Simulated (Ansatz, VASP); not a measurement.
# PbS in VASP and in Ansatz

The input POSCAR:

```
PbS
1.0
    3.6102140738      0.0000000000      0.0000000000
    0.0000000000      3.6102140738      0.0000000000
    0.0000000000      0.0000000000      3.6102140738
Pb S
1 1
Direct
    0.0000000000      0.0000000000      0.0000000000
    0.5000000000      0.5000000000      0.5000000000
```

File INCAR.step1:

```
SYSTEM = PbS
PREC     = Accurate       ! precision mode
ENCUT    = 550            ! plane-wave cutoff, eV
ISMEAR   = 0              ! smearing method
SIGMA    = 0.05           ! smearing width, eV
LREAL    = .False.        ! projectors in reciprocal space
LASPH    = .True.         ! aspherical terms in the spheres
NELM     = 120            ! most SCF steps
NBANDS   = 17             ! bands
GGA      = PE             ! functional
ALGO     = Normal         ! electronic algorithm
EDIFF    = 1E-5           ! SCF threshold, eV
LWAVE    = .True.         ! write WAVECAR
LCHARG   = .False.        ! write CHGCAR
GGA_COMPAT= .False.
```

File INCAR.step2:

```
SYSTEM = PbS
PREC     = Accurate       ! precision mode
ENCUT    = 550            ! plane-wave cutoff, eV
EDIFF    = 1E-6           ! SCF threshold, eV
ISMEAR   = 0              ! smearing method
SIGMA    = 0.05           ! smearing width, eV
LREAL    = .False.        ! projectors in reciprocal space
LASPH    = .True.         ! aspherical terms in the spheres
NELM     = 120            ! most SCF steps
ALGO     = Normal         ! electronic algorithm
ISIF     = 2              ! what is computed and relaxed
LWAVE    = .False.        ! write WAVECAR
LCHARG   = .False.        ! write CHGCAR
METAGGA  = R2SCAN         ! meta-GGA
LMIXTAU  = .True.       
IVDW     = 12             ! dispersion correction
VDW_S6   = 1.0          
VDW_S8   = 0.78981345   
VDW_A1   = 0.49484001   
VDW_A2   = 5.73083694   
NBANDS   = 17             ! bands
ISTART   = 1            
GGA_COMPAT= .False.
```

Contents of KPOINTS:

```
regular mesh
0
Gamma
  10 10 10
  0 0 0
```

Input for Ansatz:

```yaml
crystal:
  lattice:
    - [3.6102140738, 0.0, 0.0]
    - [0.0, 3.6102140738, 0.0]
    - [0.0, 0.0, 3.6102140738]
  atoms:
    - { symbol: Pb, position: [0.0, 0.0, 0.0] }
    - { symbol: S, position: [0.5, 0.5, 0.5] }
basis:
  ecutwfc: 500
  ecutrho_ratio: 4
kpoints:
  mp_grid: { grid: [10, 10, 10] }
hamiltonian:
  xc: r2scan
  dispersion: d3bj
scf:
  occupations: { method: gaussian, width: 0.05 }
output:
  forces: true
  stress: true
  eigenvalues: true
```

Alike in both runs: task single point; functional r2SCAN; dispersion D3(BJ); k mesh 10 × 10 × 10; occupations gaussian, width 0.05 eV; no spin polarisation.

|  | VASP | Ansatz |
| --- | --- | --- |
| version | VASP 6.6.1 | Ansatz 0.2.0 |
| potentials or method | VASP PAW PBE potentials, release 64 (Pb_d, S), cutoff 550 eV | scalar-relativistic, plane waves, PAW |
| valence electrons in the cell | 20 | 20 |

|  | VASP | Ansatz | Ansatz less VASP |
| --- | --- | --- | --- |
| gap on the k mesh at the Fermi level (eV) | none | none | - |
| pressure (GPa) | 0.1 | 0.1 | -0.02 |

VASP's potentials were made for PBE, not for r2SCAN. A gap of «none» marks a metal or a gap that the smearing closes. Ansatz's warnings: dispersion damping borrowed.

Neither program's run includes spin-orbit coupling.
